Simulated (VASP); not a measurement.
# TiAl (P-6m2) in VASP: a series of runs

The runs below take TiAl through single point, with LDA.

All numbers are computed with VASP 6.6.1; they aren't measurements. Logs are shortened: lines on timing, memory, paths and dates and some standing lists are left out, and cuts for length are marked.

### 1 The cell of the first run

The structure is hexagonal, space group P-6m2 (No. 187). The conventional cell has a = 2.748 Å, b = 2.748 Å, c = 4.483 Å, α = 90.00°, β = 90.00°, γ = 120.00°. Ti (site symmetry -6m2) has 6 Al at 2.75 Å and 6 Ti at 2.75 Å within 3.6 Å. Within 3.6 Å of Al (site symmetry -6m2) lie 6 Ti at 2.75 Å and 6 Al at 2.75 Å.

### 2 Single point, LDA

The input, INCAR:

```
SYSTEM = TiAl
  PREC = Accurate
  ENCUT = 520
  EDIFF = 1E-6
  ISMEAR = 0
  SIGMA = 0.1
  LREAL = .False.
  LASPH = .True.
  NELM = 100
  ALGO = Normal
  ISIF = 2
  LWAVE = .False.
  LCHARG = .False.
  GGA = CA
  NBANDS = 14
```

The input, KPOINTS:

```
regular mesh
0
Gamma
  9 9 5
  0 0 0
```

The input, POSCAR:

```
TiAl
1.0
    2.7476512164      0.0000000000      0.0000000000
   -1.3738256082      2.3795360117      0.0000000000
    0.0000000000      0.0000000000      4.4829319558
Ti Al
1 1
Direct
    0.0000000000      0.0000000000      0.0000000000
    0.3333333333      0.6666666667      0.5000000000
```

Potentials or basis: VASP PAW LDA potentials, release 64 (Ti_sv, Al).

The run is started by

```bash
> cat potpaw_LDA.64/Ti_sv/POTCAR potpaw_LDA.64/Al/POTCAR > POTCAR
> mpirun -np 1 vasp_std > vasp.out
```

OUTCAR:

```text
SYSTEM = TiAl
   PREC = Accurate
   ENCUT = 520
   EDIFF = 1E-6
   ISMEAR = 0
   LREAL = .False.
   LASPH = .True.
   NELM = 100
   ISIF = 2
   GGA = CA

 ion  position               nearest neighbor table
   1  0.000  0.000  0.000-   2 2.75   2 2.75   2 2.75   2 2.75   2 2.75   2 2.75
   2  0.333  0.667  0.500-   1 2.75   1 2.75   1 2.75   1 2.75   1 2.75   1 2.75

  LATTYP: Found a hexagonal cell.
 ALAT       =     2.7476512164
 C/A-ratio  =     1.6315505873

  Lattice vectors:

 A1 = (   2.7476512164,   0.0000000000,   0.0000000000)
 A2 = (  -1.3738256082,   2.3795360117,   0.0000000000)
 A3 = (   0.0000000000,   0.0000000000,   4.4829319558)

Analysis of symmetry for initial positions (statically):
=====================================================================
 Subroutine PRICEL returns:
 Original cell was already a primitive cell.

 Routine SETGRP: Setting up the symmetry group for a
 hexagonal supercell.

 Subroutine GETGRP returns: Found 12 space group operations
 (whereof 12 operations were pure point group operations)
 out of a pool of 24 trial point group operations.

The static configuration has the point symmetry D_3h.

Analysis of symmetry for dynamics (positions and initial velocities):
=====================================================================
 Subroutine PRICEL returns:
 Original cell was already a primitive cell.

 Routine SETGRP: Setting up the symmetry group for a
 hexagonal supercell.

 Subroutine GETGRP returns: Found 12 space group operations
 (whereof 12 operations were pure point group operations)
 out of a pool of 24 trial point group operations.

The dynamic configuration has the point symmetry D_3h.

 Subroutine INISYM returns: Found 12 space group operations
 (whereof 12 operations are pure point group operations),
 and found     1 'primitive' translations

----------------------------------------------------------------------------------------

                                     Primitive cell

  volume of cell :      29.3100

  direct lattice vectors                    reciprocal lattice vectors
     2.747651216  0.000000000  0.000000000     0.363947212  0.210124998  0.000000000
    -1.373825608  2.379536012  0.000000000     0.000000000  0.420249996  0.000000000
     0.000000000  0.000000000  4.482931956     0.000000000  0.000000000  0.223068298

  length of vectors
     2.747651216  2.747651439  4.482931956     0.420250030  0.420249996  0.223068298

  position of ions in fractional coordinates (direct lattice)
     0.000000000  0.000000000  0.000000000
     0.333333333  0.666666667  0.500000000

  ion indices of the primitive-cell ions
   primitive index   ion index
                 1           1
                 2           2

----------------------------------------------------------------------------------------

 KPOINTS: regular mesh

Automatic generation of k-mesh.
 Grid dimensions read from file:
 generate k-points for:    9    9    5

 Generating k-lattice:

  Cartesian coordinates                     Fractional coordinates (reciprocal lattice)
     0.040438579  0.023347222  0.000000000     0.111111111  0.000000000  0.000000000
     0.000000000  0.046694444  0.000000000     0.000000000  0.111111111  0.000000000
     0.000000000  0.000000000  0.044613660     0.000000000  0.000000000  0.200000000

  Length of vectors
     0.046694448  0.046694444  0.044613660

  Shift w.r.t. Gamma in fractional coordinates (k-lattice)
     0.000000000  0.000000000  0.000000000

 Subroutine IBZKPT returns following result:
 ===========================================

 Found     36 irreducible k-points:

 Following reciprocal coordinates:
            Coordinates               Weight
  0.000000  0.000000  0.000000      1.000000
  0.111111 -0.000000  0.000000      6.000000
  0.222222 -0.000000  0.000000      6.000000
  0.333333  0.000000  0.000000      6.000000
  0.444444 -0.000000  0.000000      6.000000
  0.111111  0.111111  0.000000      6.000000
[... 16 lines left out ...]
  0.333333  0.222222  0.200000     24.000000
  0.333333  0.333333  0.200000      4.000000
 [... further k-points ...]
   k-points           NKPTS =     36   k-points in BZ     NKDIM =     36   number of bands    NBANDS=     14
   number of dos      NEDOS =    301   number of ions     NIONS =      2
   total plane-waves  NPLWV =  14400
   dimension x,y,z NGX =    20 NGY =   20 NGZ =   36
   dimension x,y,z NGXF=    40 NGYF=   40 NGZF=   72
   ions per type =               1   1
   NGX,Y,Z   is equivalent  to a cutoff of  12.10, 12.10, 13.35 a.u.
   NGXF,Y,Z  is equivalent  to a cutoff of  24.20, 24.20, 26.70 a.u.
 SYSTEM =  TiAl
   PREC   = accura    normal or accurate (medium, high low for compatibility)
   ISTART =      0    job   : 0-new  1-cont  2-samecut
   ICHARG =      2    charge: 1-file 2-atom 10-const
   ISPIN  =      1    spin polarized calculation?
   LNONCOLLINEAR =      F non collinear calculations
   LSORBIT =      F    spin-orbit coupling
   LASPH  =      T    aspherical Exc in radial PAW
   ENCUT  =  520.0 eV  38.22 Ry    6.18 a.u.   5.11  5.11  8.34*2*pi/ulx,y,z
   NELM   =    100;   NELMIN=  2; NELMDL= -5     # of ELM steps
   EDIFF  = 0.1E-05   stopping-criterion for ELM
   LREAL  =      F    real-space projection
   EDIFFG = 0.1E-04   stopping-criterion for IOM
   NSW    =      0    number of steps for IOM
   IBRION =     -1    ionic relax: 0-MD 1-quasi-New 2-CG
   NFREE  =      0    steps in history (QN), initial steepest desc. (CG)
   ISIF   =      2    stress and relaxation
   ISYM   =      2    0-nonsym 1-usesym 2-fastsym
   POTIM  = 0.5000    time-step for ionic-motion
   TEBEG  =    0.0;   TEEND  =   0.0 temperature during run
   PSTRESS=    0.0 pullay stress
   NELECT =      15.0000    total number of electrons
   NUPDOWN=      -1.0000    fix difference up-down
   EMIN   =  10.00;   EMAX   =-10.00  energy-range for DOS
   EFERMI =   0.00;   METHOD = LEGACY
   ISMEAR =     0;   SIGMA  =   0.10  broadening in eV -4-tet -1-fermi 0-gaus
   EFERMI_NEDOS =   21; number of points for ismear=-14 and -15
   IALGO  =     38    algorithm
   IMIX   =      4    mixing-type and parameters
     AMIX     =   0.40;   BMIX     =  1.00
     AMIX_MAG =   1.60;   BMIX_MAG =  1.00
  volume/ion in A,a.u.               =      14.66        98.90
  Fermi-wavevector in a.u.,A,eV,Ry     =   1.309483  2.474564 23.330537  1.714746
  Thomas-Fermi vector in A             =   2.440079
   LORBIT       =      0    0 simple, 1 ext, 2 COOP (PROOUT), +10 PAW based schemes
   GGA     = CA    functional components
   LHFCALC =     F    Hartree Fock is set to
   AEXX    =    0.0000 exact exchange contribution
   IVDW    =     0    specifies the selected vdW correction
   LEPSILON=     F    determine dielectric tensor
   LRPA    =     F    only Hartree local field effects (RPA)
 non-spin polarized calculation
 Gauss-broadening in eV      SIGMA  =   0.10
  energy-cutoff  :      520.00
  volume of cell :       29.31
 maximum number of plane-waves:       801
   NGX = 11   NGY = 11   NGZ = 17

 number of electron      15.0000001 magnetization

 Free energy of the ion-electron system (eV)
  ---------------------------------------------------
  ext. energy  EPLUGINS =         0.00000000
  ---------------------------------------------------
  free energy    TOTEN  =       -13.19992817 eV

  energy without entropy =      -13.18972278  energy(sigma->0) =      -13.19482547

 E-fermi :   9.0563     XC(G=0): -11.7117

 val. band max:        9.0533913455   @ k =   0.3333   0.0000   0.4000
 cond. band min:       9.0688433343   @ k =   0.3333   0.0000   0.0000
 fundamental gap:      0.0154519888
 Fermi energy:         9.0563194117

 k-point     1 :       0.0000    0.0000    0.0000
  band No.  band energies     occupation
      1     -46.5106      2.00000
      2     -23.2513      2.00000
      3     -22.6423      2.00000
      4     -22.6423      2.00000
      5      -0.5140      2.00000
      6       6.6036      2.00000
      7       7.2046      2.00000
      8      10.4431      0.00000
      9      10.4431      0.00000
     10      12.1974      0.00000
     11      12.1974      0.00000
     12      13.5559      0.00000
     13      22.7541      0.00000
     14      22.7541      0.00000

 k-point     2 :       0.1111   -0.0000    0.0000
  band No.  band energies     occupation
      1     -46.4915      2.00000
      2     -23.2334      2.00000
      3     -22.7502      2.00000
      4     -22.6661      2.00000
      5      -0.1800      2.00000
      6       6.9718      2.00000
      7       7.2038      2.00000
      8      10.1094      0.00000
      9      10.7377      0.00000
     10      12.0944      0.00000
     11      12.2742      0.00000
     12      13.6391      0.00000
     13      19.5709      0.00000
     14      21.1774      0.00000

 k-point     3 :       0.2222   -0.0000    0.0000
  band No.  band energies     occupation
      1     -46.4426      2.00000
      2     -23.1877      2.00000
      3     -23.0183      2.00000
      4     -22.7261      2.00000
      5       0.7962      2.00000
      6       7.1965      2.00000
      7       7.7742      2.00000
      8       9.4854      0.00000
      9      11.5493      0.00000
     10      11.8428      0.00000
     11      12.5358      0.00000
     12      13.7693      0.00000
     13      16.0280      0.00000
     14      19.5845      0.00000
[... 324 lines left out ...]
 k-point    23 :       0.3333    0.2222    0.2000
  band No.  band energies     occupation
      1     -46.3333      2.00000
      2     -23.3929      2.00000
      3     -23.0874      2.00000
      4     -23.0619      2.00000
      5       5.2541      2.00000
      6       7.1294      2.00000
      7       8.1250      2.00000
      8       8.5034      2.00000
      9       9.4204      0.00000
     10      11.8877      0.00000
     11      12.4609      0.00000
     12      13.5410      0.00000
     13      15.6794      0.00000
     14      17.2267      0.00000

 k-point    24 :       0.3333    0.3333    0.2000
  band No.  band energies     occupation
      1     -46.3235      2.00000
      2     -23.2633      2.00000
      3     -23.2576      2.00000
      4     -23.0781      2.00000
      5       6.9842      2.00000
      6       7.1384      2.00000
      7       7.2339      2.00000
      8       8.3926      2.00000
      9       8.9610      1.82236
     10      11.5945      0.00000
     11      12.5995      0.00000
     12      12.8427      0.00000
     13      16.6347      0.00000
     14      17.3154      0.00000

 [... further k-points ...]
[... 5 lines left out ...]
  --------------------------------------------------------------------------------------
  -------------------------------------------------------------------------------------
  Total        1.4741148      1.4741152      2.1188494     -0.0000000     -0.0000000     -0.0000000
  in kB       80.5797413     80.5797587    115.8229529     -0.0000000     -0.0000000     -0.0000000
  external PRESSURE =      92.3274843 kB  Pullay stress =       0.0000000 kB

 VOLUME and BASIS-vectors are now :
 -----------------------------------------------------------------------------
  energy-cutoff  :      520.00
  volume of cell :       29.31
      direct lattice vectors                 reciprocal lattice vectors
     2.747651216  0.000000000  0.000000000     0.363947212  0.210124998  0.000000000
    -1.373825608  2.379536012  0.000000000     0.000000000  0.420249996  0.000000000
     0.000000000  0.000000000  4.482931956     0.000000000  0.000000000  0.223068298

 POSITION                                       TOTAL-FORCE (eV/Angst)
 -----------------------------------------------------------------------------------
      0.00000      0.00000      0.00000         0.000000     -0.000000      0.000000
     -0.00000      1.58636      2.24147        -0.000000      0.000000      0.000000
 -----------------------------------------------------------------------------------
    total drift:                                0.000000      0.000000      0.000000

  FREE ENERGIE OF THE ION-ELECTRON SYSTEM (eV)
  ---------------------------------------------------
  free  energy   TOTEN  =       -13.1999281724 eV

  energy  without entropy=      -13.1897227769  energy(sigma->0) =      -13.19482547
```

Wall time 5.2 s (1 thread of Intel Xeon 6975P-C (Granite Rapids), shared host); peak memory 0.13 GiB.

Results:

* Free energy: -13.1999 eV
* Pressure: 9.2 GPa

Stress tensor (GPa, compression positive):
```
 8.06  0.00  0.00
 0.00  8.06  0.00
 0.00  0.00 11.58
```

### 3 Single point, LDA

This run uses another cell than the first one, of 15.32 Å³/atom, 1.045 times its volume.

The input, INCAR:

```
ALGO = Normal ; EDIFF = 1E-7
ENCUT = 520 ; ISIF = 2
ISMEAR = 0 ; LASPH = True
LCHARG = True ; LELF = True
LREAL = False ; LVHAR = True
LWAVE = False ; NBANDS = 14
NELM = 80 ; PREC = Accurate
SIGMA = 0.1
```

The input, KPOINTS:

```
k-points
0
Gamma
  9 9 5
```

The input, POSCAR:

```
TiAl
1.0
    2.7886669830      0.0000000000      0.0000000000
   -1.3943334915      2.4150567113      0.0000000000
    0.0000000000      0.0000000000      4.5498512539
Ti Al
1 1
Direct
    0.0000000000      0.0000000000      0.0000000000
    0.3333333333      0.6666666667      0.5000000000
```

Potentials or basis: VASP PAW LDA potentials, release 64 (Ti_sv, Al).

The run is started by

```bash
> cat potpaw_LDA.64/Ti_sv/POTCAR potpaw_LDA.64/Al/POTCAR > POTCAR
> mpirun -np 1 vasp_std > vasp.out
```

OUTCAR:

```text
EDIFF = 1E-7
   ENCUT = 520
   ISIF = 2
   ISMEAR = 0
   LASPH = True
   LREAL = False
   NELM = 80
   PREC = Accurate

 ion  position               nearest neighbor table
   1  0.000  0.000  0.000-   2 2.79   2 2.79   2 2.79   2 2.79   2 2.79   2 2.79
   2  0.333  0.667  0.500-   1 2.79   1 2.79   1 2.79   1 2.79   1 2.79   1 2.79

  LATTYP: Found a hexagonal cell.
 ALAT       =     2.7886669830
 C/A-ratio  =     1.6315505873

  Lattice vectors:

 A1 = (   2.7886669830,   0.0000000000,   0.0000000000)
 A2 = (  -1.3943334915,   2.4150567113,   0.0000000000)
 A3 = (   0.0000000000,   0.0000000000,   4.5498512539)

Analysis of symmetry for initial positions (statically):
=====================================================================
 Subroutine PRICEL returns:
 Original cell was already a primitive cell.

 Routine SETGRP: Setting up the symmetry group for a
 hexagonal supercell.

 Subroutine GETGRP returns: Found 12 space group operations
 (whereof 12 operations were pure point group operations)
 out of a pool of 24 trial point group operations.

The static configuration has the point symmetry D_3h.

Analysis of symmetry for dynamics (positions and initial velocities):
=====================================================================
 Subroutine PRICEL returns:
 Original cell was already a primitive cell.

 Routine SETGRP: Setting up the symmetry group for a
 hexagonal supercell.

 Subroutine GETGRP returns: Found 12 space group operations
 (whereof 12 operations were pure point group operations)
 out of a pool of 24 trial point group operations.

The dynamic configuration has the point symmetry D_3h.

 Subroutine INISYM returns: Found 12 space group operations
 (whereof 12 operations are pure point group operations),
 and found     1 'primitive' translations

----------------------------------------------------------------------------------------

                                     Primitive cell
[... 115 lines left out ...]
   LORBIT       =      0    0 simple, 1 ext, 2 COOP (PROOUT), +10 PAW based schemes
   GGA     = CA    functional components
   LHFCALC =     F    Hartree Fock is set to
   AEXX    =    0.0000 exact exchange contribution
   IVDW    =     0    specifies the selected vdW correction
   LEPSILON=     F    determine dielectric tensor
   LRPA    =     F    only Hartree local field effects (RPA)
 non-spin polarized calculation
 Gauss-broadening in eV      SIGMA  =   0.10
  energy-cutoff  :      520.00
  volume of cell :       30.64
 maximum number of plane-waves:       844
 NGX is ok and might be reduce to    24
   NGX = 11   NGY = 11   NGZ = 17

 number of electron      14.9999999 magnetization

 Free energy of the ion-electron system (eV)
  ---------------------------------------------------
  ext. energy  EPLUGINS =         0.00000000
  ---------------------------------------------------
  free energy    TOTEN  =       -13.25044424 eV

  energy without entropy =      -13.23872535  energy(sigma->0) =      -13.24458479

 E-fermi :   8.5632     XC(G=0): -11.5144

 val. band max:        8.5565752077   @ k =   0.3333   0.0000   0.4000
 cond. band min:       8.5765455518   @ k =   0.3333   0.3333   0.4000
 fundamental gap:      0.0199703441
 Fermi energy:         8.5632354202

 k-point     1 :       0.0000    0.0000    0.0000
  band No.  band energies     occupation
      1     -47.0916      2.00000
      2     -23.8243      2.00000
      3     -23.2791      2.00000
      4     -23.2791      2.00000
      5      -0.7865      2.00000
      6       6.1641      2.00000
      7       6.7172      2.00000
      8       9.9026      0.00000
      9       9.9026      0.00000
     10      11.5477      0.00000
     11      11.5477      0.00000
     12      12.8274      0.00000
     13      21.9493      0.00000
     14      21.9493      0.00000
[... 377 lines left out ...]
      1     -46.9342      2.00000
      2     -23.8200      2.00000
      3     -23.8153      2.00000
      4     -23.6765      2.00000
      5       6.5921      2.00000
      6       6.7158      2.00000
      7       6.7320      2.00000
      8       7.9211      2.00000
      9       8.4975      1.64745
     10      11.0061      0.00000
     11      11.9477      0.00000
     12      12.0892      0.00000
     13      15.8525      0.00000
     14      16.4111      0.00000

 [... further k-points ...]
[... 5 lines left out ...]
  --------------------------------------------------------------------------------------
  -------------------------------------------------------------------------------------
  Total        0.4473812      0.4473812      0.8443158      0.0000000      0.0000000      0.0000000
  in kB       23.3919851     23.3919902     44.1463027      0.0000000      0.0000000      0.0000000
  external PRESSURE =      30.3100927 kB  Pullay stress =       0.0000000 kB

 VOLUME and BASIS-vectors are now :
 -----------------------------------------------------------------------------
  energy-cutoff  :      520.00
  volume of cell :       30.64
      direct lattice vectors                 reciprocal lattice vectors
     2.788666983  0.000000000  0.000000000     0.358594270  0.207034476  0.000000000
    -1.394333492  2.415056711  0.000000000     0.000000000  0.414068951  0.000000000
     0.000000000  0.000000000  4.549851254     0.000000000  0.000000000  0.219787405

 POSITION                                       TOTAL-FORCE (eV/Angst)
 -----------------------------------------------------------------------------------
      0.00000      0.00000      0.00000         0.000000     -0.000000      0.000000
     -0.00000      1.61004      2.27493        -0.000000      0.000000      0.000000
 -----------------------------------------------------------------------------------
    total drift:                                0.000000      0.000000      0.000000

  FREE ENERGIE OF THE ION-ELECTRON SYSTEM (eV)
  ---------------------------------------------------
  free  energy   TOTEN  =       -13.2504442420 eV

  energy  without entropy=      -13.2387253456  energy(sigma->0) =      -13.24458479
```

stdout:

```text
POSCAR found type information on POSCAR TiAl
 POSCAR found :  2 types and       2 ions
 scaLAPACK will be used
 LDA part: xc-table for (Slater(with rela. corr.)+CA(PZ))
 , standard interpolation
 POSCAR, INCAR and KPOINTS ok, starting setup
 FFT: planning ... GRIDC
 FFT: planning ... GRID_SOFT
 FFT: planning ... GRID
 WAVECAR not read
 entering main loop
```

It took 5.8 s on 1 thread of Intel Xeon 6975P-C (Granite Rapids), shared host; peak memory 0.14 GiB.

What came out:

```
Free energy : -13.2504 eV
Pressure    : 3.0 GPa
```

Levels at points of the mesh, in eV from the Fermi level:
| k point | band 4 | band 5 | band 6 | band 7 | band 8 | band 9 | band 10 | band 11 |
| --- | --- | --- | --- | --- | --- | --- | --- | --- |
| (0.00, 0.00, 0.00) | -31.84 | -9.35 | -2.40 | -1.85 | 1.34 | 1.34 | 2.98 | 2.98 |

(Continued in part 2 of 2.)
